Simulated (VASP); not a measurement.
# Tl (Im-3m) in VASP: notebook, part 2 of 3

VASP 6.6.1. Earlier steps stand in the parts before.

**3. Electric field gradients, PBE**

Contents of INCAR:

```
ALGO = Normal
EDIFF = 1E-8
ENCUT = 520
GGA = PE
ISIF = 2
ISMEAR = -1
LASPH = True
LCHARG = False
LEFG = True
LREAL = False
LWAVE = False
NBANDS = 12
NELM = 80
PREC = Accurate
SIGMA = 0.05
```

Contents of KPOINTS:

```
k-points
0
Gamma
  6 6 6
```

Contents of POSCAR:

```
Tl
1.0
   -1.9410000000      1.9410000000      1.9410000000
    1.9410000000     -1.9410000000      1.9410000000
    1.9410000000      1.9410000000     -1.9410000000
Tl
1
Direct
    0.0000000000      0.0000000000      0.0000000000
```

Potentials or basis: VASP PAW PBE potentials, release 64 (Tl_d).

On the command line:

```
cat potpaw_PBE.64/Tl_d/POTCAR > POTCAR
mpirun -np 1 vasp_std > vasp.out
```

OUTCAR:

```text
EDIFF = 1E-8
   ENCUT = 520
   GGA = PE
   ISIF = 2
   ISMEAR = -1
   LASPH = True
   LREAL = False
   NELM = 80
   PREC = Accurate

 ion  position               nearest neighbor table
   1  0.000  0.000  0.000-

  LATTYP: Found a body centered cubic cell.
 ALAT       =     3.8820000000

  Lattice vectors:

 A1 = (  -1.9410000000,   1.9410000000,   1.9410000000)
 A2 = (   1.9410000000,  -1.9410000000,   1.9410000000)
 A3 = (   1.9410000000,   1.9410000000,  -1.9410000000)

Analysis of symmetry for initial positions (statically):
=====================================================================
 Subroutine PRICEL returns:
 Original cell was already a primitive cell.

 Routine SETGRP: Setting up the symmetry group for a
 body centered cubic supercell.

 Subroutine GETGRP returns: Found 48 space group operations
 (whereof 48 operations were pure point group operations)
 out of a pool of 48 trial point group operations.

The static configuration has the point symmetry O_h .

Analysis of symmetry for dynamics (positions and initial velocities):
=====================================================================
 Subroutine PRICEL returns:
 Original cell was already a primitive cell.

 Routine SETGRP: Setting up the symmetry group for a
 body centered cubic supercell.

 Subroutine GETGRP returns: Found 48 space group operations
 (whereof 48 operations were pure point group operations)
 out of a pool of 48 trial point group operations.

The dynamic configuration has the point symmetry O_h .

 Subroutine INISYM returns: Found 48 space group operations
 (whereof 48 operations are pure point group operations),
 and found     1 'primitive' translations

----------------------------------------------------------------------------------------

                                     Primitive cell

  volume of cell :      29.2507

  direct lattice vectors                    reciprocal lattice vectors
    -1.941000000  1.941000000  1.941000000     0.000000000  0.257599176  0.257599176
     1.941000000 -1.941000000  1.941000000     0.257599176  0.000000000  0.257599176
     1.941000000  1.941000000 -1.941000000     0.257599176  0.257599176  0.000000000

  length of vectors
     3.361910617  3.361910617  3.361910617     0.364300248  0.364300248  0.364300248

  position of ions in fractional coordinates (direct lattice)
     0.000000000  0.000000000  0.000000000

  ion indices of the primitive-cell ions
   primitive index   ion index
                 1           1

----------------------------------------------------------------------------------------

 KPOINTS: k-points

Automatic generation of k-mesh.
 Grid dimensions read from file:
 generate k-points for:    6    6    6

 Generating k-lattice:

  Cartesian coordinates                     Fractional coordinates (reciprocal lattice)
     0.000000000  0.042933196  0.042933196     0.166666667  0.000000000  0.000000000
     0.042933196  0.000000000  0.042933196     0.000000000  0.166666667  0.000000000
     0.042933196  0.042933196  0.000000000     0.000000000  0.000000000  0.166666667
[... 57 lines left out ...]
   TEBEG  =    0.0;   TEEND  =   0.0 temperature during run
   PSTRESS=    0.0 pullay stress
   NELECT =      13.0000    total number of electrons
   NUPDOWN=      -1.0000    fix difference up-down
   EMIN   =  10.00;   EMAX   =-10.00  energy-range for DOS
   EFERMI =   0.00;   METHOD = LEGACY
   ISMEAR =    -1;   SIGMA  =   0.05  broadening in eV -4-tet -1-fermi 0-gaus
   EFERMI_NEDOS =   21; number of points for ismear=-14 and -15
   IALGO  =     38    algorithm
   IMIX   =      4    mixing-type and parameters
     AMIX     =   0.40;   BMIX     =  1.00
     AMIX_MAG =   1.60;   BMIX_MAG =  1.00
  volume/ion in A,a.u.               =      29.25       197.39
  Fermi-wavevector in a.u.,A,eV,Ry     =   1.249330  2.360891 21.236311  1.560825
  Thomas-Fermi vector in A             =   2.383375
   LORBIT       =      0    0 simple, 1 ext, 2 COOP (PROOUT), +10 PAW based schemes
   GGA     = PE    functional components
[... 5 lines left out ...]
 non-spin polarized calculation
  energy-cutoff  :      520.00
  volume of cell :       29.25
 maximum number of plane-waves:       798
 NGX is ok and might be reduce to    28
   NGX = 13   NGY = 13   NGZ = 13

 number of electron      13.0000002 magnetization

 Free energy of the ion-electron system (eV)
  ---------------------------------------------------
  ext. energy  EPLUGINS =         0.00000000
  ---------------------------------------------------
  free energy    TOTEN  =        -2.20008056 eV

  energy without entropy =       -2.19035762  energy(sigma->0) =       -2.19521909

 E-fermi :   6.1662     XC(G=0): -10.0818

 val. band max:        6.1512058871   @ k =  -0.3333   0.5000   0.1667
 cond. band min:       6.3080200070   @ k =   0.5000   0.5000   0.3333
 fundamental gap:      0.1568141199
 Fermi energy:         6.1662235990

 k-point     1 :       0.0000    0.0000    0.0000
  band No.  band energies     occupation
      1      -5.3057      2.00000
      2      -5.3057      2.00000
      3      -5.3057      2.00000
      4      -4.8970      2.00000
      5      -4.8970      2.00000
      6      -3.5507      2.00000
      7      16.9419      0.00000
      8      16.9419      0.00000
      9      16.9419      0.00000
     10      18.6301      0.00000
     11      18.6301      0.00000
     12      18.6301      0.00000
[... 211 lines left out ...]
 k-point    16 :       0.5000    0.5000    0.5000
  band No.  band energies     occupation
      1      -5.4993      2.00000
      2      -5.4993      2.00000
      3      -4.6935      2.00000
      4      -4.6935      2.00000
      5      -4.6935      2.00000
      6       4.6329      2.00000
      7       7.7841      0.00000
      8       7.7841      0.00000
      9       7.7841      0.00000
     10      12.7840      0.00000
     11      12.7840      0.00000
     12      24.4715      0.00000

------------------------ aborting loop because EDIFF is reached ----------------------------------------

  FORCE on cell =-STRESS in cart. coord.  units (eV):
  Direction    XX          YY          ZZ          XY          YZ          ZX
  --------------------------------------------------------------------------------------
  -------------------------------------------------------------------------------------
  Total        0.4220219      0.4220219      0.4220219      0.0000000      0.0000000      0.0000000
  in kB       23.1158025     23.1158025     23.1158025      0.0000000      0.0000000      0.0000000
  external PRESSURE =      23.1158025 kB  Pullay stress =       0.0000000 kB

 VOLUME and BASIS-vectors are now :
 -----------------------------------------------------------------------------
  energy-cutoff  :      520.00
  volume of cell :       29.25
      direct lattice vectors                 reciprocal lattice vectors
    -1.941000000  1.941000000  1.941000000     0.000000000  0.257599176  0.257599176
     1.941000000 -1.941000000  1.941000000     0.257599176  0.000000000  0.257599176
     1.941000000  1.941000000 -1.941000000     0.257599176  0.257599176  0.000000000

 POSITION                                       TOTAL-FORCE (eV/Angst)
 -----------------------------------------------------------------------------------
      0.00000      0.00000      0.00000        -0.000000      0.000000     -0.000000
 -----------------------------------------------------------------------------------
    total drift:                               -0.000000     -0.000000     -0.000000

  FREE ENERGIE OF THE ION-ELECTRON SYSTEM (eV)
  ---------------------------------------------------
  free  energy   TOTEN  =        -2.2000805604 eV

  energy  without entropy=       -2.1903576181  energy(sigma->0) =       -2.19521909

 Electric field gradients (V/A^2)
---------------------------------------------------------------------
 ion       V_xx      V_yy      V_zz      V_xy      V_xz      V_yz
---------------------------------------------------------------------
   1      -0.000    -0.000     0.000     0.001     0.001     0.001
---------------------------------------------------------------------

 Electric field gradients after diagonalization (V/A^2)
 (convention: |V_zz| > |V_xx| > |V_yy|)
----------------------------------------------------------------------
 ion       V_xx      V_yy      V_zz     asymmetry (V_yy - V_xx)/ V_zz
----------------------------------------------------------------------
   1      -0.001    -0.001     0.001       0.000
----------------------------------------------------------------------

           NMR quadrupolar parameters

 Cq : quadrupolar parameter    Cq=e*Q*V_zz/h
 eta: asymmetry parameters     (V_yy - V_xx)/ V_zz
 Q  : nuclear electric quadrupole moment in mb (millibarn)
----------------------------------------------------------------------
 ion       Cq(MHz)       eta       Q (mb)
----------------------------------------------------------------------
   1       0.000       0.000       1.000
----------------------------------------------------------------------
```

OSZICAR:

```text
N       E                     dE             d eps       ncg     rms          rms(c)
DAV:   1     0.472808390160E+02    0.47281E+02   -0.66135E+03   416   0.948E+02
DAV:   2    -0.159475106892E+01   -0.48876E+02   -0.47922E+02   448   0.208E+02
DAV:   3    -0.222298170694E+01   -0.62823E+00   -0.62791E+00   448   0.209E+01
DAV:   4    -0.222569557051E+01   -0.27139E-02   -0.27138E-02   460   0.165E+00
DAV:   5    -0.222572638651E+01   -0.30816E-04   -0.30815E-04   436   0.168E-01    0.216E+00
DAV:   6    -0.220413425405E+01    0.21592E-01   -0.33863E-02   420   0.173E+00    0.152E+00
DAV:   7    -0.220028205220E+01    0.38522E-02   -0.11918E-02   420   0.102E+00    0.609E-01
DAV:   8    -0.220007465702E+01    0.20740E-03   -0.53081E-04   408   0.220E-01    0.317E-02
DAV:   9    -0.220007816373E+01   -0.35067E-05   -0.49323E-06   456   0.224E-02    0.110E-02
DAV:  10    -0.220008052648E+01   -0.23628E-05   -0.19632E-06   420   0.133E-02    0.694E-04
DAV:  11    -0.220008055046E+01   -0.23977E-07   -0.55987E-08   432   0.179E-03    0.367E-04
DAV:  12    -0.220008056038E+01   -0.99160E-08   -0.77659E-09   236   0.867E-04
   1 F= -.22000806E+01 E0= -.21952191E+01  d E =-.972294E-02
```

It used 5 s of CPU time on 1 thread of Intel Xeon 6975P-C, on a shared host.

What came out:

| Property | Result |
| --- | --- |
| Free energy | -2.2001 eV |
| Pressure | 2.3 GPa |

Levels at points of the mesh, in eV from the Fermi level:
```tsv
k point	band 2	band 3	band 4	band 5	band 6	band 7	band 8	band 9	band 10	band 11
(0.00, 0.00, 0.00)	-11.47	-11.47	-11.06	-11.06	-9.72	10.78	10.78	10.78	12.46	12.46
(0.50, 0.00, 0.00)	-11.61	-11.09	-11.06	-10.79	-4.85	-2.47	5.92	7.27	10.12	11.32
(0.50, 0.50, 0.50)	-11.67	-10.86	-10.86	-10.86	-1.53	1.62	1.62	1.62	6.62	6.62
```

Caveat: the k points lie up to 0.38 Å⁻¹ apart; without QUAD_EFG the Cq values of the log hold for a quadrupole moment of 1 mb, not for the nuclei; spin-orbit coupling is left out, which moves the levels of the heavy elements.

**4. Electric field gradients, PBE**

Contents of INCAR:

```
SYSTEM = Tl
PREC = Accurate ; ENCUT = 520
EDIFF = 1E-8 ; ISMEAR = -1
SIGMA = 0.05 ; LREAL = .False.
LASPH = .True. ; NELM = 80
ALGO = Normal ; ISIF = 2
LWAVE = .False. ; LCHARG = .False.
GGA = PE ; LEFG = .True.
NBANDS = 12
```

Contents of KPOINTS:

```
regular mesh
0
Gamma
  10 10 10
  0 0 0
```

POSCAR is that of step 3.

Potentials or basis: VASP PAW PBE potentials, release 64 (Tl_d).

On the command line:

```
cat potpaw_PBE.64/Tl_d/POTCAR > POTCAR
mpirun -np 1 vasp_std > vasp.out
```

OUTCAR:

```text
SYSTEM = Tl
   PREC = Accurate
   ENCUT = 520
   EDIFF = 1E-8
   ISMEAR = -1
   LREAL = .False.
   LASPH = .True.
   NELM = 80
   ISIF = 2
   GGA = PE

 ion  position               nearest neighbor table
   1  0.000  0.000  0.000-

  LATTYP: Found a body centered cubic cell.
 ALAT       =     3.8820000000

  Lattice vectors:

 A1 = (  -1.9410000000,   1.9410000000,   1.9410000000)
 A2 = (   1.9410000000,  -1.9410000000,   1.9410000000)
 A3 = (   1.9410000000,   1.9410000000,  -1.9410000000)

Analysis of symmetry for initial positions (statically):
=====================================================================
 Subroutine PRICEL returns:
 Original cell was already a primitive cell.

 Routine SETGRP: Setting up the symmetry group for a
 body centered cubic supercell.

 Subroutine GETGRP returns: Found 48 space group operations
 (whereof 48 operations were pure point group operations)
 out of a pool of 48 trial point group operations.

The static configuration has the point symmetry O_h .

Analysis of symmetry for dynamics (positions and initial velocities):
=====================================================================
 Subroutine PRICEL returns:
 Original cell was already a primitive cell.

 Routine SETGRP: Setting up the symmetry group for a
 body centered cubic supercell.

 Subroutine GETGRP returns: Found 48 space group operations
 (whereof 48 operations were pure point group operations)
 out of a pool of 48 trial point group operations.

The dynamic configuration has the point symmetry O_h .

 Subroutine INISYM returns: Found 48 space group operations
 (whereof 48 operations are pure point group operations),
 and found     1 'primitive' translations

----------------------------------------------------------------------------------------

                                     Primitive cell

  volume of cell :      29.2507

  direct lattice vectors                    reciprocal lattice vectors
    -1.941000000  1.941000000  1.941000000     0.000000000  0.257599176  0.257599176
     1.941000000 -1.941000000  1.941000000     0.257599176  0.000000000  0.257599176
     1.941000000  1.941000000 -1.941000000     0.257599176  0.257599176  0.000000000

  length of vectors
     3.361910617  3.361910617  3.361910617     0.364300248  0.364300248  0.364300248

  position of ions in fractional coordinates (direct lattice)
     0.000000000  0.000000000  0.000000000

  ion indices of the primitive-cell ions
   primitive index   ion index
                 1           1

----------------------------------------------------------------------------------------

 KPOINTS: regular mesh

Automatic generation of k-mesh.
 Grid dimensions read from file:
 generate k-points for:   10   10   10

 Generating k-lattice:

  Cartesian coordinates                     Fractional coordinates (reciprocal lattice)
     0.000000000  0.025759918  0.025759918     0.100000000  0.000000000  0.000000000
     0.025759918  0.000000000  0.025759918     0.000000000  0.100000000  0.000000000
     0.025759918  0.025759918  0.000000000     0.000000000  0.000000000  0.100000000

[... 61 lines left out ...]
   NFREE  =      0    steps in history (QN), initial steepest desc. (CG)
   ISIF   =      2    stress and relaxation
   ISYM   =      2    0-nonsym 1-usesym 2-fastsym
   POTIM  = 0.5000    time-step for ionic-motion
   TEBEG  =    0.0;   TEEND  =   0.0 temperature during run
   PSTRESS=    0.0 pullay stress
   NELECT =      13.0000    total number of electrons
   NUPDOWN=      -1.0000    fix difference up-down
   EMIN   =  10.00;   EMAX   =-10.00  energy-range for DOS
   EFERMI =   0.00;   METHOD = LEGACY
   ISMEAR =    -1;   SIGMA  =   0.05  broadening in eV -4-tet -1-fermi 0-gaus
   EFERMI_NEDOS =   21; number of points for ismear=-14 and -15
   IALGO  =     38    algorithm
   IMIX   =      4    mixing-type and parameters
     AMIX     =   0.40;   BMIX     =  1.00
     AMIX_MAG =   1.60;   BMIX_MAG =  1.00
  volume/ion in A,a.u.               =      29.25       197.39
  Fermi-wavevector in a.u.,A,eV,Ry     =   1.249330  2.360891 21.236311  1.560825
  Thomas-Fermi vector in A             =   2.383375
   LORBIT       =      0    0 simple, 1 ext, 2 COOP (PROOUT), +10 PAW based schemes
   GGA     = PE    functional components
[... 5 lines left out ...]
 non-spin polarized calculation
  energy-cutoff  :      520.00
  volume of cell :       29.25
 maximum number of plane-waves:       802
 NGX is ok and might be reduce to    28
   NGX = 13   NGY = 13   NGZ = 13

 number of electron      13.0000002 magnetization

 Free energy of the ion-electron system (eV)
  ---------------------------------------------------
  ext. energy  EPLUGINS =         0.00000000
  ---------------------------------------------------
  free energy    TOTEN  =        -2.21712791 eV

  energy without entropy =       -2.21436020  energy(sigma->0) =       -2.21574406

 E-fermi :   6.2798     XC(G=0): -10.0807

 val. band max:        6.2378628785   @ k =  -0.4000   0.4000   0.2000
 cond. band min:       6.4402551260   @ k =  -0.4000  -0.4000   0.2000
 fundamental gap:      0.2023922475
 Fermi energy:         6.2798020213

 k-point     1 :       0.0000    0.0000    0.0000
  band No.  band energies     occupation
      1      -5.3069      2.00000
      2      -5.3069      2.00000
      3      -5.3069      2.00000
      4      -4.8984      2.00000
      5      -4.8984      2.00000
      6      -3.5500      2.00000
      7      16.9421      0.00000
      8      16.9421      0.00000
      9      16.9421      0.00000
     10      18.6316      0.00000
     11      18.6316      0.00000
     12      18.6316      0.00000
[... 331 lines left out ...]
 k-point    24 :      -0.3000    0.3000    0.1000
  band No.  band energies     occupation
      1      -5.3567      2.00000
      2      -5.2998      2.00000
      3      -5.0125      2.00000
      4      -4.9225      2.00000
      5      -4.8859      2.00000
      6      -1.2636      2.00000
      7       8.3708      0.00000
      8      12.5957      0.00000
      9      13.4226      0.00000
     10      17.3077      0.00000
     11      18.5455      0.00000
     12      18.7120      0.00000

 [... further k-points ...]
[... 5 lines left out ...]
  --------------------------------------------------------------------------------------
  -------------------------------------------------------------------------------------
  Total        0.3912622      0.3912622      0.3912622     -0.0000000      0.0000000      0.0000000
  in kB       21.4309710     21.4309710     21.4309710     -0.0000000      0.0000000      0.0000000
  external PRESSURE =      21.4309710 kB  Pullay stress =       0.0000000 kB

 VOLUME and BASIS-vectors are now :
 -----------------------------------------------------------------------------
  energy-cutoff  :      520.00
  volume of cell :       29.25
      direct lattice vectors                 reciprocal lattice vectors
    -1.941000000  1.941000000  1.941000000     0.000000000  0.257599176  0.257599176
     1.941000000 -1.941000000  1.941000000     0.257599176  0.000000000  0.257599176
     1.941000000  1.941000000 -1.941000000     0.257599176  0.257599176  0.000000000

 POSITION                                       TOTAL-FORCE (eV/Angst)
 -----------------------------------------------------------------------------------
      0.00000      0.00000      0.00000         0.000000     -0.000000      0.000000
 -----------------------------------------------------------------------------------
    total drift:                                0.000000     -0.000000     -0.000000

  FREE ENERGIE OF THE ION-ELECTRON SYSTEM (eV)
  ---------------------------------------------------
  free  energy   TOTEN  =        -2.2171279144 eV

  energy  without entropy=       -2.2143602012  energy(sigma->0) =       -2.21574406

 Electric field gradients (V/A^2)
---------------------------------------------------------------------
 ion       V_xx      V_yy      V_zz      V_xy      V_xz      V_yz
---------------------------------------------------------------------
   1       0.000    -0.000     0.000     0.001     0.001     0.001
---------------------------------------------------------------------

 Electric field gradients after diagonalization (V/A^2)
 (convention: |V_zz| > |V_xx| > |V_yy|)
----------------------------------------------------------------------
 ion       V_xx      V_yy      V_zz     asymmetry (V_yy - V_xx)/ V_zz
----------------------------------------------------------------------
   1      -0.001    -0.001     0.001       0.000
----------------------------------------------------------------------

           NMR quadrupolar parameters

 Cq : quadrupolar parameter    Cq=e*Q*V_zz/h
 eta: asymmetry parameters     (V_yy - V_xx)/ V_zz
 Q  : nuclear electric quadrupole moment in mb (millibarn)
----------------------------------------------------------------------
 ion       Cq(MHz)       eta       Q (mb)
----------------------------------------------------------------------
   1       0.000       0.000       1.000
----------------------------------------------------------------------
```

Wall time 19 s (1 thread of Intel Xeon 6975P-C, shared host); peak memory 0.16 GiB.

Results:

| Item | Value |
| --- | --- |
| Free energy | -2.2171 eV |
| Pressure | 2.1 GPa |

Caveat: without QUAD_EFG the Cq values of the log hold for a quadrupole moment of 1 mb, not for the nuclei; spin-orbit coupling is left out, which moves the levels of the heavy elements.

(Part 2 of 3 ends here.)
